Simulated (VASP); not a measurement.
Write the native input for VASP 6.6.1 that does the following.

| Quantity | Value |
| --- | --- |
| Task | single point |
| Functional | PBE |
| Dispersion | D3(BJ) |
| Potentials or basis | VASP PAW PBE potentials, release 64 (Sn_d, Se) |
| Cutoff | 500 eV |
| k mesh | 12 × 12 × 6 |
| Occupations | gaussian, width 0.02 eV |
| Spin | no spin polarisation |
| Dipole correction | no |
| Further INCAR settings | ALGO = Normal; EDIFF = 1e-06; NBANDS = 20 |

The structure of SnSe2 lies in POSCAR:

```
SnSe2
1.0
    3.8583928699      0.0000000000      0.0000000000
   -1.9291964350      3.3414662431      0.0000000000
    0.0000000000      0.0000000000      6.3071617110
Sn Se
1 2
Direct
    0.0000000000      0.0000000000      0.0000000000
    0.3333333333      0.6666666667      0.2528740145
    0.6666666667      0.3333333333      0.7471259855
```

The input as run:

INCAR

```
PREC     = Accurate       # precision mode
ENCUT    = 500            # plane-wave cutoff, eV
EDIFF    = 1E-6           # SCF threshold, eV
ISMEAR   = 0              # smearing method
SIGMA    = 0.02           # smearing width, eV
LREAL    = False          # projectors in reciprocal space
LASPH    = True           # aspherical terms in the spheres
NELM     = 120            # most SCF steps
ALGO     = Normal         # electronic algorithm
ISIF     = 2              # what is computed and relaxed
LWAVE    = False          # write WAVECAR
LCHARG   = True           # write CHGCAR
GGA      = PE             # functional
IVDW     = 12             # dispersion correction
LELF     = True           # ELF
LVHAR    = True         
NBANDS   = 20             # bands
GGA_COMPAT= False
```

KPOINTS

```
Automatic mesh
0
Gamma
  12 12 6
```

Potentials or basis: VASP PAW PBE potentials, release 64 (Sn_d, Se).

Launch:

```sh
$ cat potpaw_PBE.64/Sn_d/POTCAR potpaw_PBE.64/Se/POTCAR > POTCAR
$ mpirun -np 1 vasp_std > vasp.out
```

It gave:

The pressure is -1.1 GPa, the largest force is 0.015 eV/Å and the band gap on the k mesh is 0.64 eV (least direct gap 1.05 eV). The dispersion energy per atom is -0.342 eV.

Caveat: spin-orbit coupling is left out, which moves the levels of the heavy elements.

Run time: 3 min on 1 thread of Intel Xeon 8259CL, with other jobs on the host, peak memory 0.29 GiB.
